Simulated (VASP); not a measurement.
The system is SrCl2.

```
CELL_PARAMETERS angstrom
0.00000 3.42776 3.42776
3.42776 0.00000 3.42776
3.42776 3.42776 0.00000
ATOMIC_POSITIONS crystal
Sr 0.00000 0.00000 0.00000
Cl 0.25000 0.25000 0.25000
Cl 0.75000 0.75000 0.75000
```

This cell differs from its parent crystal: strain -2.0%.

Base run:

```yaml
Program: VASP 6.6.1
Functional: HSE06
Potentials_or_basis: VASP PAW PBE potentials, release 64 (Sr_sv, Cl)
Cutoff: 520 eV
k_mesh: 4 × 4 × 4
Occupations: gaussian, width 0.01 eV
Spin: no spin polarisation
```

Its results: band gap on the k mesh 6.78 eV; pressure 2.8 GPa.

Task: The run is repeated on the same cell with these changes: functional from HSE06 to r2SCAN; k mesh from 4 × 4 × 4 to 6 × 6 × 6. What comes out?

Result: Band gap on the k mesh 5.96 eV; pressure 2.7 GPa.

Several settings changed at once.

Caveats: the PAW data sets were made with another functional, which shifts forces and pressure a little.

A k mesh can miss the band edges.
